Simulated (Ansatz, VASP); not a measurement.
## One calculation of GaP, two programs

The input INCAR:

```
PREC = Accurate
ENCUT = 520
EDIFF = 1E-6
ISMEAR = 0
SIGMA = 0.05
LREAL = False
LASPH = True
NELM = 60
ALGO = Normal
ISIF = 2
LWAVE = False
LCHARG = False
GGA = PE
NBANDS = 16
```

Contents of KPOINTS:

```
regular mesh
0
Gamma
  8 8 8
```

POSCAR

```
GaP
1.0
    0.0000000000      2.6707450000      2.7252500000
    2.7252500000      0.0000000000      2.7252500000
    2.7252500000      2.6707450000      0.0000000000
Ga P
1 1
Direct
    0.0000000000      0.0000000000      0.0000000000
    0.7500000000      0.7500000000      0.7500000000
```

Input for Ansatz:

```yaml
crystal:
  lattice:
    - [0.0, 2.670745, 2.72525]
    - [2.72525, 0.0, 2.72525]
    - [2.72525, 2.670745, 0.0]
  atoms:
    - { symbol: Ga, position: [0.0, 0.0, 0.0] }
    - { symbol: P, position: [0.75, 0.75, 0.75] }
basis:
  ecutwfc: 420
kpoints:
  mp_grid: { grid: [8, 8, 8] }
hamiltonian:
  xc: pbe
scf:
  occupations: { method: gaussian, width: 0.05 }
output:
  forces: true
  stress: true
  eigenvalues: true
```

Change from the starting cell: strain -0.0200 x Voigt [0, 1, 0, 0, 0, 0], atoms carried along.

Alike in both runs: task single point; functional PBE; k mesh 8 × 8 × 8; occupations gaussian, width 0.05 eV; no spin polarisation.

|  | VASP | Ansatz |
| --- | --- | --- |
| version | VASP 6.6.1 | Ansatz 0.2.0 |
| potentials or method | VASP PAW PBE potentials, release 64 (Ga_d, P), cutoff 520 eV | scalar-relativistic, plane waves, PAW |
| valence electrons in the cell | 18 | 18 |

```tsv
	VASP	Ansatz	Ansatz less VASP
gap on the k mesh at the Fermi level (eV)	1.41	1.41	0.000
least direct gap on the mesh (eV)	1.92	1.92	+0.001
pressure (GPa)	4.3	4.4	+0.10
traceless stress, the component that is largest in VASP (GPa)	0.96	0.95	-0.004
```
